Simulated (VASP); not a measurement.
Crystal: VRu.

```
V Ru
1.0
     2.99000    0.00000    0.00000
     0.00000    2.99000    0.00000
     0.00000    0.00000    2.99000
V Ru
1 1
Direct
  0.50000 0.50000 0.50000
  0.00000 0.00000 0.00000
```

Base run:

| Property | Result |
| --- | --- |
| Program | VASP 6.6.1 |
| Functional | LDA |
| Potentials or basis | VASP PAW LDA potentials, release 64 (V_sv, Ru_pv) |
| Cutoff | 500 eV |
| k mesh | 9 × 9 × 9 |
| Occupations | methfessel-paxton, width 0.1 eV |
| Spin | collinear spin, ferromagnetic start |
| Starting moments | [1.5, 0.0] μB |

Its results: pressure -10.5 GPa; net moment 0.18 μB per cell; site moments V +0.16; Ru +0.01 μB.

Task: The run is repeated on the same cell with these changes: k mesh from 9 × 9 × 9 to 4 × 4 × 4. What comes out?

Result: Pressure -10.7 GPa; net moment 0.48 μB per cell; site moments V +0.32; Ru +0.12 μB.

Caveats: some runs use coarse meshes; an empty level that is flat over the whole mesh can mark a ghost state of the potentials, or a narrow d or f band; the cell stands under tension (at least some runs).
